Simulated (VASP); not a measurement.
Here is a VASP 6.6.1 calculation.

INCAR

```
PREC = Accurate
ENCUT = 520
EDIFF = 1E-7
ISMEAR = -1
SIGMA = 0.05
LREAL = F
LASPH = T
NELM = 80
ALGO = Normal
ISIF = 2
LWAVE = F
LCHARG = F
GGA = PE
NBANDS = 28
```

File KPOINTS:

```
regular mesh
0
Gamma
  7 6 7
```

File POSCAR:

```
BaTiO3
1.0
    3.9981872509      0.0016919075     -0.0068205844
   -0.0064157169      2.8263572840      2.8339003759
   -0.0032046974     -2.8238392470      2.8304988923
Ba Ti O
1 1 3
Direct
   -0.0059027759      1.0054647195      1.0051520134
    0.4826894935      0.5172732156      0.5165590654
    1.0118641875      0.4933282950      0.4934945442
    0.5057405921      0.4933336332      0.9873726203
    0.5056085028      0.9868201367      0.4936417467
```

Potentials or basis: VASP PAW PBE potentials, release 64 (Ba_sv, Ti_sv, O).

Command:

```sh
$ cat potpaw_PBE.64/Ba_sv/POTCAR potpaw_PBE.64/Ti_sv/POTCAR potpaw_PBE.64/O/POTCAR > POTCAR
$ mpirun -np 1 vasp_std > vasp.out
```

Task: What does it give for the band gap on the k mesh?

Result: 2.33 eV, indirect (least direct gap 2.66 eV).

Task: What does it give for the largest force?

Result: 0.065 eV/Å.

Task: What does it give for the pressure?

Result: 6.8 GPa.

Forces in eV/Å, atoms in the order of the input:
```
Ba   0.019 -0.001 -0.028
Ti   0.036 -0.002 -0.054
O   -0.039  0.000  0.013
O   -0.009 -0.021  0.034
O   -0.008  0.024  0.035
```

Caveat: spin-orbit coupling is left out, which moves the levels of the heavy elements. A k mesh can miss the band edges.
